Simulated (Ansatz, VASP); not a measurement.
**Two plane-wave programs on KZnF3**

```
K Zn F
1.0
     5.83585    0.00000    0.00000
     0.00000    5.83585    0.00000
     0.00000    0.00000    4.12889
K Zn F
2 2 6
Direct
  0.00000 0.00000 0.00000
  0.50000 0.50000 0.00000
  0.50000 0.00000 0.50004
  0.00000 0.50000 0.49996
  0.25000 0.25000 0.50000
  0.75000 0.75000 0.50000
  0.25000 0.75000 0.50000
  0.75000 0.25000 0.50000
  0.50000 0.00000 0.00005
  0.00000 0.50000 0.99995
```

Alike in both runs: functional PBE; k mesh 4 × 4 × 4; occupations gaussian, width 0.1 eV; no spin polarisation.

Ansatz relaxed the structure, and its values are those at the end. VASP's run is a single point on that final structure, the one shown.

|  | VASP | Ansatz |
| --- | --- | --- |
| version | VASP 6.6.1 | Ansatz 0.2.0 |
| potentials or method | VASP PAW PBE potentials, release 64 (K_sv, Zn, F), cutoff 520 eV | scalar-relativistic, plane waves, PAW |
| valence electrons in the cell | 84 | 84 |

|  | VASP | Ansatz | Ansatz less VASP |
| --- | --- | --- | --- |
| gap on the k mesh at the Fermi level (eV) | 3.65 | 3.71 | +0.062 |
| least direct gap on the mesh (eV) | 3.65 | 3.71 | +0.062 |
| pressure (GPa) | 0.3 | 0.0 | -0.24 |
